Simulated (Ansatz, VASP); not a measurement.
**Two plane-wave programs on AlN**

```xyz
4
Lattice="3.3411 0.0000 0.0000 -1.6705 2.8935 0.0000 0.0000 0.0000 3.9330" Properties=species:S:1:pos:R:3 pbc="T T T"
Al    0.0000    1.9290    2.9497
Al    1.6706    0.9645    0.9832
N     0.0000    1.9290    0.9832
N     1.6706    0.9645    2.9497
```

Alike in both runs: task single point; functional PBEsol; k mesh 9 × 9 × 6; occupations gaussian, width 0.05 eV; no spin polarisation.

```csv
,VASP,Ansatz
version,VASP 6.6.1,Ansatz 0.2.0
potentials or method,"VASP PAW PBE potentials, release 64 (Al, N), cutoff 520 eV","scalar-relativistic, plane waves, PAW"
valence electrons in the cell,16,16
```

|  | VASP | Ansatz | Ansatz less VASP |
| --- | --- | --- | --- |
| gap on the k mesh at the Fermi level (eV) | 3.69 | 3.68 | -0.012 |
| least direct gap on the mesh (eV) | 3.69 | 3.68 | -0.012 |
| pressure (GPa) | 6.4 | 6.3 | -0.05 |
| traceless stress, the component that is largest in VASP (GPa) | 10.56 | 10.43 | -0.135 |

VASP's potentials were made for PBE, not for PBEsol, and Ansatz warns of the same on its side. With one functional, cell and mesh, what is left measures potentials, basis and numerics.
